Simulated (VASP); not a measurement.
Runs of VASP 6.6.1 on LiYHg. The structure is that of space group P4/mmm (No. 123), or close to it. The cells are those of the table. 

| task | cell | k mesh | cutoff (eV) | gap on the mesh (eV) | pressure (GPa) | relaxed volume (Å³/atom) |
| --- | --- | --- | --- | --- | --- | --- |
| single point | a = 3.552, b = 3.552, c = 5.525 Å, 3 atoms | 6 × 6 × 4 | 520 | none | - | - |
| relaxation of cell and atoms | relaxed from a = 3.552, b = 3.552, c = 5.525 Å, 3 atoms | 14 × 14 × 8 | 600 | none | 0.0 | 23.13 |
| relaxation of cell and atoms | relaxed from a = 3.794, b = 3.794, c = 5.227 Å, 3 atoms | 4 × 4 × 4 | 600 | none | -0.1 | (a) |
| relaxation of cell and atoms | relaxed from a = 3.481, b = 3.481, c = 5.808 Å, 3 atoms | 6 × 6 × 4 | 600 | none | 0.0 | 23.16 |
| single point | a = 3.534, b = 3.534, c = 5.557 Å, 3 atoms | 14 × 14 × 8 | 520 | none | - | - |

Alike in all rows: level PBE; potentials or basis VASP PAW PBE potentials, release 64 (Li_sv, Y_sv, Hg); no spin polarisation; smearing gaussian 0.1 eV.

**Question.** Estimate the missing entries.

**Answer.** (a) 23.50.

Caveats: some runs use coarse meshes; the cutoff is under 1.25 times the usual one of these potentials, so pressure, stress and relaxed cells hold a basis-set (Pulay) error; spin-orbit coupling is left out, which moves the levels of the heavy elements.

A k mesh can miss the band edges, and the runs leave out spin-orbit coupling on Hg, Y.

A gap of «none» marks levels without a gap at the run's occupations.
